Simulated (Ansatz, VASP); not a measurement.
Two plane-wave programs on AlNi

Contents of INCAR:

```
SYSTEM = AlNi
  PREC = Accurate
  ENCUT = 520
  EDIFF = 1E-6
  ISMEAR = 0
  SIGMA = 0.1
  LREAL = .FALSE.
  LASPH = .TRUE.
  NELM = 60
  ALGO = Normal
  ISIF = 2
  LWAVE = .FALSE.
  LCHARG = .FALSE.
  GGA = PS
  NBANDS = 14
```

Contents of KPOINTS:

```
Automatic mesh
0
G
  12 12 12
  0 0 0
```

Contents of POSCAR:

```
AlNi
1.0
    1.9386940000     -1.9531901500      0.0000000000
    1.9386940000      1.9531901500      0.0000000000
    0.0000000000      0.0000000000      3.0994300413
Al Ni
1 1
Direct
    0.0000000000      0.0000000000      0.0000000000
    0.5000000000      0.5000000000      0.5000000000
```

Input for Ansatz:

```yaml
crystal:
  lattice:
    - [1.938694, -1.95319015, 0.0]
    - [1.938694, 1.95319015, 0.0]
    - [0.0, 0.0, 3.0994300413]
  atoms:
    - { symbol: Al, position: [0.0, 0.0, 0.0] }
    - { symbol: Ni, position: [0.5, 0.5, 0.5] }
basis:
  ecutwfc: 420
kpoints:
  mp_grid: { grid: [12, 12, 12] }
hamiltonian:
  xc: pbesol
scf:
  occupations: { method: gaussian, width: 0.1 }
output:
  forces: true
  stress: true
  eigenvalues: true
```

Alike in both runs: task single point; functional PBEsol; k mesh 12 × 12 × 12; occupations gaussian, width 0.1 eV; no spin polarisation.

|  | VASP | Ansatz |
| --- | --- | --- |
| version | VASP 6.6.1 | Ansatz 0.2.0 |
| potentials or method | VASP PAW PBE potentials, release 64 (Al, Ni), cutoff 520 eV | scalar-relativistic, plane waves, PAW |
| valence electrons in the cell | 13 | 21 |

Ansatz gave:

- gap on the k mesh at the Fermi level (eV): none
- pressure (GPa): 0.4
- traceless stress, the component that is largest in VASP (GPa): -4.59

Question: Estimate VASP's values.

Answer: gap on the k mesh at the Fermi level (eV): none; pressure (GPa): 0.5; traceless stress, the component that is largest in VASP (GPa): -4.73.

VASP's potentials were made for PBE, not for PBEsol. A gap of «none» marks a metal or a gap that the smearing closes. With one functional, cell and mesh, what is left measures potentials, basis and numerics. VASP's potentials hold 13 valence electrons a cell and Ansatz's 21, so a difference there can come from the potentials and not from the codes.
